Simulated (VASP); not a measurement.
Set up this calculation in VASP 6.6.1, as the native input.

* Task: relaxation of cell and atoms
* Functional: PBE
* Potentials or basis: VASP PAW PBE potentials, release 64 (Pt)
* Cutoff: 600 eV
* k mesh: 18 × 18 × 18
* Occupations: fermi-dirac, width 0.05 eV
* Spin: no spin polarisation
* Target pressure: 92 GPa
* Dipole correction: no
* Further INCAR settings: ALGO = Normal; EDIFF = 1e-06; IBRION = 2; EDIFFG = -0.005; NSW = 32; ISIF = 3

The structure of Pt lies in POSCAR:

```
Pt
1.0
   -1.4713963998      1.4713963998      1.4713963998
    1.4713963998     -1.4713963998      1.4713963998
    1.4713963998      1.4713963998     -1.4713963998
Pt
1
Direct
    0.0000000000      0.0000000000      0.0000000000
```

The input as run:

INCAR

```
SYSTEM = Pt
PREC = Accurate
ENCUT = 600
EDIFF = 1E-6
ISMEAR = -1
SIGMA = 0.05
LREAL = .False.
LASPH = .True.
NELM = 100
ALGO = Normal
ISIF = 3
LWAVE = .False.
LCHARG = .False.
GGA = PE
IBRION = 2
NSW = 32
EDIFFG = -0.005
PSTRESS = 920.0
```

KPOINTS

```
Automatic mesh
0
Gamma
  18 18 18
  0 0 0
```

Potentials or basis: VASP PAW PBE potentials, release 64 (Pt).

Command:

```console
$ cat potpaw_PBE.64/Pt/POTCAR > POTCAR
$ mpirun -np 1 vasp_std > vasp.out
```

It gave:

The relaxed volume is 12.74 Å³/atom. The relaxed cell is a = 2.548 Å, b = 2.548 Å, c = 2.548 Å, α = 109.47°, β = 109.47°, γ = 109.47°, the space group after relaxing (to 0.05 Å) is Im-3m (No. 229) and the energy change on relaxing (the enthalpy is what falls) is +2.6 meV/atom. The ionic steps are 3. The pressure after relaxing is 92.0 GPa and the band gap on the k mesh is zero (band 5 reaches 16.02 eV, above the bottom of band 6 at 12.87 eV).

Caveat: the cell is relaxed towards a set pressure, so the enthalpy falls and the energy may rise; spin-orbit coupling is left out, which moves the levels of the heavy elements.

Run time: 14 s on 1 thread of Intel(R) Xeon(R) 6975P-C (Granite Rapids), with other jobs on the host, peak memory 0.16 GiB.
